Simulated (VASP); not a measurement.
# GaP (I-4m2) in VASP: further runs

GaP is run at these levels: PBE; tasks: single point.

Program: VASP 6.6.1. These are calculated values, not measurements. Logs are shortened: lines on timing, memory, paths and dates and some standing lists are left out, and cuts for length are marked.

### 1 The cell of the first run

The structure is tetragonal, space group I-4m2 (No. 119). Conventional cell: a = 4.029 Å, b = 4.029 Å, c = 5.120 Å, α = 90.00°, β = 90.00°, γ = 90.00°. Ga (site symmetry -4m2) has 4 P at 2.39 Å within 3.2 Å. Within 3.2 Å of P (site symmetry -4m2) lie 4 Ga at 2.39 Å.

### 2 Single point, PBE (mode 4 frozen in at +0.000 Å, strain +e along z and -e/2 along x and y -0.0700)

Input file INCAR:

```
SYSTEM = GaP
ALGO = Normal
EDIFF = 1E-6
ENCUT = 520
GGA = PE
ISIF = 2
ISMEAR = 0
LASPH = .True.
LCHARG = .False.
LREAL = .False.
LWAVE = .False.
NBANDS = 16
NELM = 80
PREC = Accurate
SIGMA = 0.05
```

Input file KPOINTS:

```
k-points
0
Gamma
  8 8 8
  0 0 0
```

Input file POSCAR:

```
GaP
1.0
    0.0000000000      2.5600965023      2.8491396558
    2.8491396558      0.0000000000      2.8491396558
    2.8491396558      2.5600965023      0.0000000000
Ga P
1 1
Direct
    0.0000000000      0.0000000000      0.0000000000
    0.7500000000      0.7500000000      0.7500000000
```

Potentials or basis: VASP PAW PBE potentials, release 64 (Ga_d, P).

The run is started by

```
cat potpaw_PBE.64/Ga_d/POTCAR potpaw_PBE.64/P/POTCAR > POTCAR
mpirun -np 1 vasp_std > vasp.out
```

OUTCAR:

```text
SYSTEM = GaP
   EDIFF = 1E-6
   ENCUT = 520
   GGA = PE
   ISIF = 2
   ISMEAR = 0
   LASPH = .True.
   LREAL = .False.
   NELM = 80
   PREC = Accurate

 ion  position               nearest neighbor table
   1  0.000  0.000  0.000-   2 2.39   2 2.39   2 2.39   2 2.39
   2  0.750  0.750  0.750-   1 2.39   1 2.39   1 2.39   1 2.39

  LATTYP: Found a body centered tetragonal cell.
 ALAT       =     4.0292919423
 C/A-ratio  =     1.2707426213

  Lattice vectors:

 A1 = (   0.0000000000,  -2.5600965023,   2.8491396558)
 A2 = (   0.0000000000,  -2.5600965023,  -2.8491396558)
 A3 = (   2.8491396558,   2.5600965023,   0.0000000000)

Analysis of symmetry for initial positions (statically):
=====================================================================
 Subroutine PRICEL returns:
 Original cell was already a primitive cell.

 Routine SETGRP: Setting up the symmetry group for a
 body centered tetragonal supercell.

 Subroutine GETGRP returns: Found  8 space group operations
 (whereof  8 operations were pure point group operations)
 out of a pool of 16 trial point group operations.

The static configuration has the point symmetry D_2d.

Analysis of symmetry for dynamics (positions and initial velocities):
=====================================================================
 Subroutine PRICEL returns:
 Original cell was already a primitive cell.

 Routine SETGRP: Setting up the symmetry group for a
 body centered tetragonal supercell.

 Subroutine GETGRP returns: Found  8 space group operations
 (whereof  8 operations were pure point group operations)
 out of a pool of 16 trial point group operations.

The dynamic configuration has the point symmetry D_2d.

 Subroutine INISYM returns: Found  8 space group operations
 (whereof  8 operations are pure point group operations),
 and found     1 'primitive' translations

----------------------------------------------------------------------------------------

                                     Primitive cell

  volume of cell :      41.5637

  direct lattice vectors                    reciprocal lattice vectors
     0.000000000  2.560096502  2.849139656    -0.175491573  0.195305138  0.175491573
     2.849139656  0.000000000  2.849139656     0.175491573 -0.195305138  0.175491573
     2.849139656  2.560096502  0.000000000     0.175491573  0.195305138 -0.175491573

  length of vectors
     3.830364327  4.029291942  3.830364327     0.315814314  0.315814314  0.315814314

  position of ions in fractional coordinates (direct lattice)
     0.000000000  0.000000000  0.000000000
     0.750000000  0.750000000  0.750000000

  ion indices of the primitive-cell ions
   primitive index   ion index
                 1           1
                 2           2

----------------------------------------------------------------------------------------

 KPOINTS: k-points

Automatic generation of k-mesh.
 Grid dimensions read from file:
 generate k-points for:    8    8    8

 Generating k-lattice:

  Cartesian coordinates                     Fractional coordinates (reciprocal lattice)
    -0.021936447  0.024413142  0.021936447     0.125000000  0.000000000  0.000000000
     0.021936447 -0.024413142  0.021936447     0.000000000  0.125000000  0.000000000
     0.021936447  0.024413142 -0.021936447     0.000000000  0.000000000  0.125000000

  Length of vectors
     0.039476789  0.039476789  0.039476789

  Shift w.r.t. Gamma in fractional coordinates (k-lattice)
     0.000000000  0.000000000  0.000000000

 Subroutine IBZKPT returns following result:
 ===========================================

 Found     59 irreducible k-points:

 Following reciprocal coordinates:
            Coordinates               Weight
  0.000000  0.000000  0.000000      1.000000
  0.125000  0.000000  0.000000      8.000000
  0.250000  0.000000  0.000000      8.000000
  0.375000  0.000000  0.000000      8.000000
  0.500000  0.000000  0.000000      4.000000
  0.125000  0.125000  0.000000      4.000000
[... 16 lines left out ...]
  0.250000  0.000000  0.125000      8.000000
  0.375000  0.000000  0.125000      8.000000
 [... further k-points ...]
   k-points           NKPTS =     59   k-points in BZ     NKDIM =     59   number of bands    NBANDS=     16
   number of dos      NEDOS =    301   number of ions     NIONS =      2
   total plane-waves  NPLWV =  23520
   dimension x,y,z NGX =    28 NGY =   30 NGZ =   28
   dimension x,y,z NGXF=    56 NGYF=   60 NGZF=   56
   ions per type =               1   1
   NGX,Y,Z   is equivalent  to a cutoff of  12.15, 12.38, 12.15 a.u.
   NGXF,Y,Z  is equivalent  to a cutoff of  24.31, 24.76, 24.31 a.u.
 SYSTEM =  GaP
   PREC   = accura    normal or accurate (medium, high low for compatibility)
   ISTART =      0    job   : 0-new  1-cont  2-samecut
   ICHARG =      2    charge: 1-file 2-atom 10-const
   ISPIN  =      1    spin polarized calculation?
   LNONCOLLINEAR =      F non collinear calculations
   LSORBIT =      F    spin-orbit coupling
   LASPH  =      T    aspherical Exc in radial PAW
   ENCUT  =  520.0 eV  38.22 Ry    6.18 a.u.   7.12  7.49  7.12*2*pi/ulx,y,z
   NELM   =     80;   NELMIN=  2; NELMDL= -5     # of ELM steps
   EDIFF  = 0.1E-05   stopping-criterion for ELM
   LREAL  =      F    real-space projection
   EDIFFG = 0.1E-04   stopping-criterion for IOM
   NSW    =      0    number of steps for IOM
   IBRION =     -1    ionic relax: 0-MD 1-quasi-New 2-CG
   NFREE  =      0    steps in history (QN), initial steepest desc. (CG)
   ISIF   =      2    stress and relaxation
   ISYM   =      2    0-nonsym 1-usesym 2-fastsym
   POTIM  = 0.5000    time-step for ionic-motion
   TEBEG  =    0.0;   TEEND  =   0.0 temperature during run
   PSTRESS=    0.0 pullay stress
   NELECT =      18.0000    total number of electrons
   NUPDOWN=      -1.0000    fix difference up-down
   EMIN   =  10.00;   EMAX   =-10.00  energy-range for DOS
   EFERMI =   0.00;   METHOD = LEGACY
   ISMEAR =     0;   SIGMA  =   0.05  broadening in eV -4-tet -1-fermi 0-gaus
   EFERMI_NEDOS =   21; number of points for ismear=-14 and -15
   IALGO  =     38    algorithm
   IMIX   =      4    mixing-type and parameters
     AMIX     =   0.40;   BMIX     =  1.00
     AMIX_MAG =   1.60;   BMIX_MAG =  1.00
  volume/ion in A,a.u.               =      20.78       140.24
  Fermi-wavevector in a.u.,A,eV,Ry     =   1.238590  2.340597 20.872784  1.534106
  Thomas-Fermi vector in A             =   2.373109
   LORBIT       =      0    0 simple, 1 ext, 2 COOP (PROOUT), +10 PAW based schemes
   GGA     = PE    functional components
   LHFCALC =     F    Hartree Fock is set to
   AEXX    =    0.0000 exact exchange contribution
   IVDW    =     0    specifies the selected vdW correction
   LEPSILON=     F    determine dielectric tensor
   LRPA    =     F    only Hartree local field effects (RPA)
 non-spin polarized calculation
 Gauss-broadening in eV      SIGMA  =   0.05
  energy-cutoff  :      520.00
  volume of cell :       41.56
 maximum number of plane-waves:      1138
   NGX = 15   NGY = 15   NGZ = 15

 number of electron      18.0000005 magnetization

 Free energy of the ion-electron system (eV)
  ---------------------------------------------------
  ext. energy  EPLUGINS =         0.00000000
  ---------------------------------------------------
  free energy    TOTEN  =        -9.06209569 eV

  energy without entropy =       -9.06209569  energy(sigma->0) =       -9.06209569

 E-fermi :   4.9691     XC(G=0):  -9.7269

 val. band max:        4.7154357731   @ k =   0.0000   0.0000   0.0000
 cond. band min:       5.4357295856   @ k =   0.3750   0.0000   0.3750
 fundamental gap:      0.7202938125
 Fermi energy:         4.9690587159

 k-point     1 :       0.0000    0.0000    0.0000
  band No.  band energies     occupation
      1     -10.1394      2.00000
      2     -10.1394      2.00000
      3     -10.1093      2.00000
      4     -10.0535      2.00000
      5     -10.0314      2.00000
      6      -7.8854      2.00000
[... 8 lines left out ...]
     15      13.2335      0.00000
     16      14.7849      0.00000

 k-point     2 :       0.1250    0.0000    0.0000
  band No.  band energies     occupation
      1     -10.1462      2.00000
      2     -10.1350      2.00000
      3     -10.1105      2.00000
      4     -10.0539      2.00000
      5     -10.0304      2.00000
      6      -7.6899      2.00000
[... 8 lines left out ...]
     15      13.6069      0.00000
     16      14.2967      0.00000

 k-point     3 :       0.2500    0.0000    0.0000
  band No.  band energies     occupation
      1     -10.1686      2.00000
      2     -10.1258      2.00000
      3     -10.1063      2.00000
      4     -10.0541      2.00000
      5     -10.0265      2.00000
      6      -7.1357      2.00000
[... 8 lines left out ...]
     15      13.2527      0.00000
     16      14.8166      0.00000

 k-point     4 :       0.3750    0.0000    0.0000
  band No.  band energies     occupation
      1     -10.1920      2.00000
      2     -10.1189      2.00000
      3     -10.1010      2.00000
      4     -10.0524      2.00000
      5     -10.0203      2.00000
      6      -6.3662      2.00000
[... 8 lines left out ...]
     15      14.7991      0.00000
     16      14.9379      0.00000

 k-point     5 :       0.5000    0.0000    0.0000
  band No.  band energies     occupation
      1     -10.2014      2.00000
      2     -10.1167      2.00000
      3     -10.0993      2.00000
      4     -10.0510      2.00000
      5     -10.0169      2.00000
      6      -5.9003      2.00000
[... 8 lines left out ...]
     15      15.3724      0.00000
     16      16.5187      0.00000

 k-point     6 :       0.1250    0.1250    0.0000
  band No.  band energies     occupation
      1     -10.1572      2.00000
      2     -10.1298      2.00000
      3     -10.1034      2.00000
      4     -10.0527      2.00000
      5     -10.0318      2.00000
      6      -7.6416      2.00000
[... 8 lines left out ...]
     15      14.0051      0.00000
     16      14.6157      0.00000

 k-point     7 :       0.2500    0.1250    0.0000
  band No.  band energies     occupation
      1     -10.1747      2.00000
      2     -10.1204      2.00000
      3     -10.0992      2.00000
      4     -10.0529      2.00000
      5     -10.0305      2.00000
      6      -7.2198      2.00000
[... 8 lines left out ...]
     15      14.1765      0.00000
     16      15.6014      0.00000

 k-point     8 :       0.3750    0.1250   -0.0000
  band No.  band energies     occupation
      1     -10.1925      2.00000
      2     -10.1141      2.00000
      3     -10.0961      2.00000
      4     -10.0523      2.00000
      5     -10.0259      2.00000
      6      -6.5109      2.00000
[... 8 lines left out ...]
     15      14.6752      0.00000
     16      15.7855      0.00000

 k-point     9 :       0.5000    0.1250    0.0000
  band No.  band energies     occupation
      1     -10.2030      2.00000
      2     -10.1120      2.00000
      3     -10.0952      2.00000
      4     -10.0519      2.00000
      5     -10.0207      2.00000
      6      -5.8448      2.00000
[... 8 lines left out ...]
     15      15.5377      0.00000
     16      15.8814      0.00000
[... 172 lines left out ...]
 k-point    19 :       0.5000    0.3750    0.0000
  band No.  band energies     occupation
      1     -10.2274      2.00000
      2     -10.0792      2.00000
      3     -10.0736      2.00000
      4     -10.0632      2.00000
      5     -10.0263      2.00000
      6      -5.3700      2.00000
[... 8 lines left out ...]
     15      16.0440      0.00000
     16      17.6849      0.00000

 k-point    20 :      -0.3750    0.3750    0.0000
  band No.  band energies     occupation
      1     -10.2200      2.00000
      2     -10.0895      2.00000
      3     -10.0773      2.00000
      4     -10.0596      2.00000
      5     -10.0273      2.00000
      6      -5.1539      2.00000
[... 8 lines left out ...]
     15      15.2759      0.00000
     16      18.2567      0.00000

 k-point    21 :       0.5000    0.5000    0.0000
  band No.  band energies     occupation
      1     -10.2343      2.00000
      2     -10.0703      2.00000
      3     -10.0695      2.00000
      4     -10.0679      2.00000
      5     -10.0249      2.00000
      6      -5.1932      2.00000
[... 8 lines left out ...]
     15      16.1245      0.00000
     16      17.6068      0.00000

 k-point    22 :       0.1250    0.0000    0.1250
  band No.  band energies     occupation
      1     -10.1322      2.00000
      2     -10.1307      2.00000
      3     -10.1307      2.00000
      4     -10.0584      2.00000
      5     -10.0272      2.00000
      6      -7.5916      2.00000
[... 8 lines left out ...]
     15      13.5544      0.00000
     16      14.7584      0.00000

 k-point    23 :       0.2500    0.0000    0.1250
  band No.  band energies     occupation
      1     -10.1618      2.00000
      2     -10.1208      2.00000
      3     -10.1163      2.00000
      4     -10.0625      2.00000
      5     -10.0224      2.00000
      6      -7.1271      2.00000
[... 8 lines left out ...]
     15      13.9432      0.00000
     16      15.4820      0.00000

 k-point    24 :       0.3750    0.0000    0.1250
  band No.  band energies     occupation
      1     -10.1883      2.00000
      2     -10.1128      2.00000
      3     -10.1049      2.00000
      4     -10.0627      2.00000
      5     -10.0171      2.00000
      6      -6.3987      2.00000
[... 8 lines left out ...]
     15      15.3895      0.00000
     16      15.4346      0.00000

 [... further k-points ...]

------------------------ aborting loop because EDIFF is reached ----------------------------------------

  FORCE on cell =-STRESS in cart. coord.  units (eV):
  Direction    XX          YY          ZZ          XY          YZ          ZX
  --------------------------------------------------------------------------------------
  -------------------------------------------------------------------------------------
  Total       -0.5484376      1.1065176     -0.5484376      0.0000000     -0.0000000      0.0000000
  in kB      -21.1409266     42.6535421    -21.1409266      0.0000000     -0.0000000      0.0000000
  external PRESSURE =       0.1238963 kB  Pullay stress =       0.0000000 kB

 VOLUME and BASIS-vectors are now :
 -----------------------------------------------------------------------------
  energy-cutoff  :      520.00
  volume of cell :       41.56
      direct lattice vectors                 reciprocal lattice vectors
     0.000000000  2.560096502  2.849139656    -0.175491573  0.195305138  0.175491573
     2.849139656  0.000000000  2.849139656     0.175491573 -0.195305138  0.175491573
     2.849139656  2.560096502  0.000000000     0.175491573  0.195305138 -0.175491573

 POSITION                                       TOTAL-FORCE (eV/Angst)
 -----------------------------------------------------------------------------------
      0.00000      0.00000      0.00000        -0.000000     -0.000000     -0.000000
      4.27371      3.84014      4.27371         0.000000      0.000000      0.000000
 -----------------------------------------------------------------------------------
    total drift:                               -0.000003     -0.000008     -0.000003

  FREE ENERGIE OF THE ION-ELECTRON SYSTEM (eV)
  ---------------------------------------------------
  free  energy   TOTEN  =        -9.0620956878 eV

  energy  without entropy=       -9.0620956878  energy(sigma->0) =       -9.06209569
```

Run time: 19 s. Hardware: 1 thread of Intel Xeon 6975P-C, shared host; peak memory 0.18 GiB.

Results:

```
Free energy            : -9.0621 eV
Pressure               : 0.0 GPa
Band gap on the k mesh : 0.72 eV, indirect (least direct gap 1.21 eV)
```

Caveat: the cell differs from its parent crystal (mode 4 frozen in at +0.000 Å, strain +e along z and -e/2 along x and y -0.0700). A k mesh can miss the band edges.

### 3 Single point, PBE (mode 4 frozen in at +0.000 Å, strain +e along z and -e/2 along x and y +0.0700)

Input file INCAR:

```
SYSTEM = GaP
ALGO = Normal ; EDIFF = 1E-7
ENCUT = 520 ; GGA = PE
ISIF = 2 ; ISMEAR = 0
LASPH = .True. ; LCHARG = .False.
LREAL = .False. ; LWAVE = .False.
NBANDS = 16 ; NELM = 80
PREC = Accurate ; SIGMA = 0.05
```

KPOINTS is that of step 2.

Input file POSCAR:

```
GaP
1.0
    0.0000000000      2.9454873737      2.6564442202
    2.6564442202      0.0000000000      2.6564442202
    2.6564442202      2.9454873737      0.0000000000
Ga P
1 1
Direct
    0.0000000000      0.0000000000      0.0000000000
    0.7500000000      0.7500000000      0.7500000000
```

Potentials or basis: VASP PAW PBE potentials, release 64 (Ga_d, P).

The run is started by

```
cat potpaw_PBE.64/Ga_d/POTCAR potpaw_PBE.64/P/POTCAR > POTCAR
mpirun -np 1 vasp_std > vasp.out
```

It took 27 s on 1 thread of Intel Xeon 6975P-C, shared host; peak memory 0.19 GiB.

It converged, with:

```yaml
Free_energy: -9.0498 eV
Pressure: 0.1 GPa
Band_gap_on_the_k_mesh: 1.15 eV, indirect (least direct gap 1.28 eV)
```

Stress tensor (GPa, compression positive):
```
 3.10  0.00  0.00
 0.00 -5.82  0.00
 0.00  0.00  3.10
```

Levels at points of the mesh, in eV from the valence-band top:
```
           k point  band 5  band 6  band 7  band 8  band 9  band 10  band 11  band 12  band 13  band 14
(0.00, 0.00, 0.00)  -14.65  -12.50   -0.67    0.00    0.00     1.28     3.67     3.67     3.90     8.18
(0.50, 0.00, 0.00)  -14.63  -10.51   -6.68   -1.72   -0.84     1.15     4.41     4.91     8.09    10.25
(0.50, 0.50, 0.00)  -14.62   -9.51   -6.60   -3.03   -2.97     1.28     1.32     9.57     9.60    10.72
(0.50, 0.00, 0.50)  -14.65   -9.95   -7.27   -2.31   -2.31     2.00     2.28    10.04    10.16    10.16
```

Caveat: the cell differs from its parent crystal (mode 4 frozen in at +0.000 Å, strain +e along z and -e/2 along x and y +0.0700).

### 4 Single point, PBE (mode 4 frozen in at +0.000 Å, strain +e along z and -e/2 along x and y -0.0233)

Input file INCAR:

```
  PREC = Accurate
  ENCUT = 520
  EDIFF = 1E-7
  ISMEAR = 0
  SIGMA = 0.05
  LREAL = F
  LASPH = T
  NELM = 100
  ALGO = Normal
  ISIF = 2
  LWAVE = F
  LCHARG = F
  GGA = PE
  NBANDS = 16
```

Input file KPOINTS:

```
Automatic mesh
0
Gamma
  8 8 8
```

Input file POSCAR:

```
GaP
1.0
    0.0000000000      2.6886518858      2.7848619641
    2.7848619641      0.0000000000      2.7848619641
    2.7848619641      2.6886518858      0.0000000000
Ga P
1 1
Direct
    0.0000000000      0.0000000000      0.0000000000
    0.7500000000      0.7500000000      0.7500000000
```

The run is started by

```
cat potpaw_PBE.64/Ga_d/POTCAR potpaw_PBE.64/P/POTCAR > POTCAR
mpirun -np 1 vasp_std > vasp.out
```

Wall time 30 s (1 thread of Intel Xeon 6975P-C, shared host); peak memory 0.19 GiB.

Results (log left out):

```
Free energy            : -9.1181 eV
Pressure               : 0.0 GPa
Band gap on the k mesh : 1.36 eV, indirect (least direct gap 1.45 eV)
```

Stress tensor (GPa, compression positive):
```
-0.78  0.00  0.00
 0.00  1.63  0.00
 0.00  0.00 -0.78
```

Levels at points of the mesh, in eV from the valence-band top:
| k point | band 5 | band 6 | band 7 | band 8 | band 9 | band 10 | band 11 | band 12 | band 13 | band 14 |
| --- | --- | --- | --- | --- | --- | --- | --- | --- | --- | --- |
| (0.00, 0.00, 0.00) | -14.53 | -12.39 | -0.18 | -0.18 | 0.00 | 1.45 | 3.73 | 3.81 | 3.81 | 8.55 |
| (0.50, 0.00, 0.00) | -14.52 | -10.42 | -6.58 | -1.33 | -1.06 | 1.44 | 4.48 | 4.76 | 8.12 | 10.52 |
| (0.50, 0.50, 0.00) | -14.52 | -9.61 | -6.81 | -2.63 | -2.61 | 1.68 | 1.84 | 10.18 | 10.19 | 10.67 |
| (0.50, 0.00, 0.50) | -14.51 | -9.46 | -6.59 | -2.85 | -2.85 | 1.45 | 1.51 | 10.24 | 10.24 | 11.00 |

Caveat: the cell differs from its parent crystal (mode 4 frozen in at +0.000 Å, strain +e along z and -e/2 along x and y -0.0233). A k mesh can miss the band edges.

### 5 Overview

| cell | gap on the mesh (eV) | pressure (GPa) |
| --- | --- | --- |
| a = 3.830, b = 4.029 Å, angles 58.3, 63.5, 58.3°, 2 atoms | 0.72 | 0.0 |
| a = 3.966, b = 3.757 Å, angles 61.7, 56.5, 61.7°, 2 atoms | 1.15 | 0.1 |
| a = 3.871, b = 3.938 Å, angles 59.4, 61.2, 59.4°, 2 atoms | 1.36 | 0.0 |

Alike in all rows: task single point; level PBE; potentials or basis VASP PAW PBE potentials, release 64 (Ga_d, P); no spin polarisation; k mesh 8 × 8 × 8; cutoff (eV) 520; smearing gaussian 0.05 eV.

Absolute energies hang on the potentials; compare differences alone.
